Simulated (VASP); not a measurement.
# Na (Fm-3m) in VASP: a series of runs, part 3 of 3

VASP 6.6.1. The steps go on from the part before.

## Step 4: Relaxation of cell and atoms, PBEsol, target pressure 30 GPa, at which the enthalpy is minimised

The input, INCAR:

```
SYSTEM = Na
ALGO = Normal
EDIFF = 1E-7
EDIFFG = -0.01
ENCUT = 500
GGA = PS
GGA_COMPAT = .False.
IBRION = 2
ISIF = 3
ISMEAR = 1
LASPH = .True.
LCHARG = .False.
LREAL = .False.
LWAVE = .False.
NELM = 120
NELMIN = 4
NSW = 50
PREC = Accurate
PSTRESS = 300.0
SIGMA = 0.05
```

The input, KPOINTS:

```
k-points
0
Gamma
  13 13 13
  0 0 0
```

The input, POSCAR:

```
Na
1.0
    0.0000000000      2.6950000000      2.6950000000
    2.6950000000      0.0000000000      2.6950000000
    2.6950000000      2.6950000000      0.0000000000
Na
1
Direct
    0.0000000000      0.0000000000      0.0000000000
```

Potentials or basis: VASP PAW PBE potentials, release 64 (Na_pv).

The run is started by

```bash
> cat potpaw_PBE.64/Na_pv/POTCAR > POTCAR
> mpirun -np 1 vasp_std > vasp.out
```

OUTCAR:

```text
SYSTEM = Na
   EDIFF = 1E-7
   EDIFFG = -0.01
   ENCUT = 500
   GGA = PS
   IBRION = 2
   ISIF = 3
   ISMEAR = 1
   LASPH = .True.
   LREAL = .False.
   NELM = 120
   NELMIN = 4
   NSW = 50
   PREC = Accurate
   PSTRESS = 300.0

 ion  position               nearest neighbor table
   1  0.000  0.000  0.000-

  LATTYP: Found a face centered cubic cell.
 ALAT       =     5.3900000000

  Lattice vectors:

 A1 = (   0.0000000000,   2.6950000000,   2.6950000000)
 A2 = (   2.6950000000,   0.0000000000,   2.6950000000)
 A3 = (   2.6950000000,   2.6950000000,   0.0000000000)

Analysis of symmetry for initial positions (statically):
=====================================================================
 Subroutine PRICEL returns:
 Original cell was already a primitive cell.

 Routine SETGRP: Setting up the symmetry group for a
 face centered cubic supercell.

 Subroutine GETGRP returns: Found 48 space group operations
 (whereof 48 operations were pure point group operations)
 out of a pool of 48 trial point group operations.

The static configuration has the point symmetry O_h .

Analysis of symmetry for dynamics (positions and initial velocities):
=====================================================================
 Subroutine PRICEL returns:
 Original cell was already a primitive cell.

 Routine SETGRP: Setting up the symmetry group for a
 face centered cubic supercell.

 Subroutine GETGRP returns: Found 48 space group operations
 (whereof 48 operations were pure point group operations)
 out of a pool of 48 trial point group operations.

The dynamic configuration has the point symmetry O_h .

 Subroutine INISYM returns: Found 48 space group operations
 (whereof 48 operations are pure point group operations),
 and found     1 'primitive' translations

----------------------------------------------------------------------------------------

                                     Primitive cell

  volume of cell :      39.1477

  direct lattice vectors                    reciprocal lattice vectors
     0.000000000  2.695000000  2.695000000    -0.185528757  0.185528757  0.185528757
     2.695000000  0.000000000  2.695000000     0.185528757 -0.185528757  0.185528757
     2.695000000  2.695000000  0.000000000     0.185528757  0.185528757 -0.185528757

  length of vectors
     3.811305551  3.811305551  3.811305551     0.321345233  0.321345233  0.321345233

  position of ions in fractional coordinates (direct lattice)
     0.000000000  0.000000000  0.000000000

  ion indices of the primitive-cell ions
   primitive index   ion index
                 1           1

----------------------------------------------------------------------------------------

 KPOINTS: k-points

Automatic generation of k-mesh.
 Grid dimensions read from file:
 generate k-points for:   13   13   13

 Generating k-lattice:

  Cartesian coordinates                     Fractional coordinates (reciprocal lattice)
    -0.014271443  0.014271443  0.014271443     0.076923077  0.000000000  0.000000000
     0.014271443 -0.014271443  0.014271443     0.000000000  0.076923077  0.000000000
     0.014271443  0.014271443 -0.014271443     0.000000000  0.000000000  0.076923077

  Length of vectors
     0.024718864  0.024718864  0.024718864

  Shift w.r.t. Gamma in fractional coordinates (k-lattice)
     0.000000000  0.000000000  0.000000000

 Subroutine IBZKPT returns following result:
 ===========================================

 Found     84 irreducible k-points:

 Following reciprocal coordinates:
            Coordinates               Weight
  0.000000  0.000000  0.000000      1.000000
  0.076923  0.000000  0.000000      8.000000
  0.153846  0.000000  0.000000      8.000000
  0.230769  0.000000  0.000000      8.000000
  0.307692  0.000000  0.000000      8.000000
  0.384615  0.000000  0.000000      8.000000
[... 16 lines left out ...]
  0.384615  0.153846  0.000000     24.000000
  0.461538  0.153846  0.000000     24.000000
 [... further k-points ...]
   k-points           NKPTS =     84   k-points in BZ     NKDIM =     84   number of bands    NBANDS=      7
   number of dos      NEDOS =    301   number of ions     NIONS =      1
   total plane-waves  NPLWV =  21952
   dimension x,y,z NGX =    28 NGY =   28 NGZ =   28
   dimension x,y,z NGXF=    56 NGYF=   56 NGZF=   56
   ions per type =               1
   NGX,Y,Z   is equivalent  to a cutoff of  12.21, 12.21, 12.21 a.u.
   NGXF,Y,Z  is equivalent  to a cutoff of  24.43, 24.43, 24.43 a.u.
 SYSTEM =  Na
   PREC   = accura    normal or accurate (medium, high low for compatibility)
   ISTART =      0    job   : 0-new  1-cont  2-samecut
   ICHARG =      2    charge: 1-file 2-atom 10-const
   ISPIN  =      1    spin polarized calculation?
   LNONCOLLINEAR =      F non collinear calculations
   LSORBIT =      F    spin-orbit coupling
   LASPH  =      T    aspherical Exc in radial PAW
   ENCUT  =  500.0 eV  36.75 Ry    6.06 a.u.   6.95  6.95  6.95*2*pi/ulx,y,z
   NELM   =    120;   NELMIN=  4; NELMDL= -5     # of ELM steps
   EDIFF  = 0.1E-06   stopping-criterion for ELM
   LREAL  =      F    real-space projection
   EDIFFG = -.1E-01   stopping-criterion for IOM
   NSW    =     50    number of steps for IOM
   IBRION =      2    ionic relax: 0-MD 1-quasi-New 2-CG
   NFREE  =      1    steps in history (QN), initial steepest desc. (CG)
   ISIF   =      3    stress and relaxation
   ISYM   =      2    0-nonsym 1-usesym 2-fastsym
   POTIM  = 0.5000    time-step for ionic-motion
   TEBEG  =    0.0;   TEEND  =   0.0 temperature during run
   PSTRESS=  300.0 pullay stress
   NELECT =       7.0000    total number of electrons
   NUPDOWN=      -1.0000    fix difference up-down
   EMIN   =  10.00;   EMAX   =-10.00  energy-range for DOS
   EFERMI =   0.00;   METHOD = LEGACY
   ISMEAR =     1;   SIGMA  =   0.05  broadening in eV -4-tet -1-fermi 0-gaus
   EFERMI_NEDOS =   21; number of points for ismear=-14 and -15
   IALGO  =     38    algorithm
   IMIX   =      4    mixing-type and parameters
     AMIX     =   0.40;   BMIX     =  1.00
     AMIX_MAG =   1.60;   BMIX_MAG =  1.00
  volume/ion in A,a.u.               =      39.15       264.18
  Fermi-wavevector in a.u.,A,eV,Ry     =   0.922300  1.742894 11.573616  0.850637
  Thomas-Fermi vector in A             =   2.047811
   LORBIT       =      0    0 simple, 1 ext, 2 COOP (PROOUT), +10 PAW based schemes
   GGA     = PS    functional components
   LHFCALC =     F    Hartree Fock is set to
   AEXX    =    0.0000 exact exchange contribution
   IVDW    =     0    specifies the selected vdW correction
   LEPSILON=     F    determine dielectric tensor
   LRPA    =     F    only Hartree local field effects (RPA)
 conjugate gradient relaxation of ions
 non-spin polarized calculation
 Methfessel and Paxton  Order N= 1 SIGMA  =   0.05
  energy-cutoff  :      500.00
  volume of cell :       39.15
 maximum number of plane-waves:      1010
   NGX = 13   NGY = 13   NGZ = 13

--------------------------------------- Ionic step        1  -------------------------------------------

 number of electron       6.9999996 magnetization

 Free energy of the ion-electron system (eV)
  ---------------------------------------------------
  ext. energy  EPLUGINS =         0.00000000
  ---------------------------------------------------
  free energy    TOTEN  =        -1.39226315 eV

  energy without entropy =       -1.39191707  energy(sigma->0) =       -1.39214779

 E-fermi :   0.1806     XC(G=0):  -6.3590

 val. band max:        0.0659184008   @ k =   0.3846   0.3846   0.0000
 cond. band min:       0.1828136170   @ k =  -0.3077   0.2308   0.0769
 fundamental gap:      0.1168952162
 Fermi energy:         0.1806316600

 k-point     1 :       0.0000    0.0000    0.0000
  band No.  band energies     occupation
      1     -24.6708      2.00000
      2     -24.6708      2.00000
      3     -24.6708      2.00000
      4      -3.0095      2.00000
      5      10.9225      0.00000
      6      10.9225      0.00000
      7      10.9225      0.00000
[... 698 lines left out ...]
  enthalpy is  TOTEN    =         2.5751396825 eV   P V=        3.0075324167

--------------------------------------- Ionic step        7  -------------------------------------------

 number of electron       7.0000000 magnetization

 Free energy of the ion-electron system (eV)
  ---------------------------------------------------
  ext. energy  EPLUGINS =         0.00000000
  ---------------------------------------------------
  free energy    TOTEN  =        -0.42248772 eV

  energy without entropy =       -0.42205130  energy(sigma->0) =       -0.42234225

 E-fermi :   4.3404     XC(G=0):  -9.2597

 val. band max:        4.3402625156   @ k =  -0.3077   0.2308   0.0769
 cond. band min:       4.3519804446   @ k =   0.4615   0.3846   0.0769
 fundamental gap:      0.0117179290
 Fermi energy:         4.3403746731

 k-point     1 :       0.0000    0.0000    0.0000
  band No.  band energies     occupation
      1     -20.6348      2.00000
      2     -20.6348      2.00000
      3     -20.6348      2.00000
      4      -1.3229      2.00000
      5      21.3209      0.00000
      6      21.3209      0.00000
      7      21.3209      0.00000
[... 258 lines left out ...]
  FREE ENERGIE OF THE ION-ELECTRON SYSTEM (eV)
  ---------------------------------------------------
  free  energy   TOTEN  =        -0.4224877173 eV

  energy  without entropy=       -0.4220513036  energy(sigma->0) =       -0.42234225

  enthalpy is  TOTEN    =         2.5750872619 eV   P V=        2.9975749791

 reached required accuracy - stopping structural energy minimisation
```

CONTCAR:

```text
Na
   1.00000000000000
    -0.0000000000000000    2.0003675264196223    2.0003675264196223
     2.0003675264196223   -0.0000000000000000    2.0003675264196223
     2.0003675264196223    2.0003675264196223   -0.0000000000000000
  Na
     1
Direct
     0.0000000000000000    0.0000000000000000    0.0000000000000000

  0.00000000E+00  0.00000000E+00  0.00000000E+00
```

Wall time 33 s (1 thread of Intel Xeon 6975P-C (Granite Rapids), shared host); peak memory 0.16 GiB.

Results:

* Free energy: -0.4225 eV
* Relaxed volume: 16.01 Å³/atom
* Relaxed cell: a = 2.829 Å, b = 2.829 Å, c = 2.829 Å, α = 60.00°, β = 60.00°, γ = 60.00°
* Space group after relaxing (to 0.1 Å): Fm-3m (No. 225)
* Energy change on relaxing (the run minimises the enthalpy): +969.8 meV/atom
* Ionic steps: 7
* Pressure after relaxing: 30.0 GPa
* Band gap on the k mesh: zero (an odd number of electrons rules out a gap without spin polarisation)

Step by step:
```csv
step,energy change (eV),largest force (eV/Å),pressure (GPa),volume (Å³)
1,0.0000,0.0000,-0.52,39.15
2,3.0998,0.0000,110.49,10.27
3,0.8651,0.0000,26.74,16.60
4,0.9432,0.0000,29.16,16.15
5,1.0053,0.0000,31.12,15.82
6,0.9599,0.0000,29.69,16.06
7,0.9698,0.0000,30.04,16.01
```

Final structure:
```
Na
1.0
     0.00000    2.00037    2.00037
     2.00037    0.00000    2.00037
     2.00037    2.00037    0.00000
Na
1
Direct
  0.00000 0.00000 0.00000
```

Levels at points of the mesh, in eV from the Fermi level:
| k point | band 1 | band 2 | band 3 | band 4 | band 5 | band 6 | band 7 |
| --- | --- | --- | --- | --- | --- | --- | --- |
| (0.00, 0.00, 0.00) | -24.98 | -24.98 | -24.98 | -5.66 | 16.98 | 16.98 | 16.98 |

Caveat: the cell is relaxed towards a set pressure, so the run minimises the enthalpy, not the energy; the volume moved by over 15 % at a fixed basis, so the end points are rough; the PAW data sets were made with another functional, which shifts forces and pressure a little.

## Step 5: Overview

```csv
cell,gap on the mesh (eV),pressure (GPa)
relaxed to 10 GPa,none,10.0
relaxed to 20 GPa,none,20.0
relaxed to 30 GPa,none,30.0
```

Alike in all rows: task relaxation of cell and atoms; level PBEsol; potentials or basis VASP PAW PBE potentials, release 64 (Na_pv); no spin polarisation; k mesh 13 × 13 × 13; cutoff (eV) 500; smearing methfessel-paxton 0.05 eV.

Caveats: the cell is relaxed towards a set pressure, so the run minimises the enthalpy, not the energy; the volume moved by over 15 % at a fixed basis, so the end points are rough; the PAW data sets were made with another functional, which shifts forces and pressure a little.

Total energies depend on the potentials used, so only differences within one code and one set of settings carry meaning.
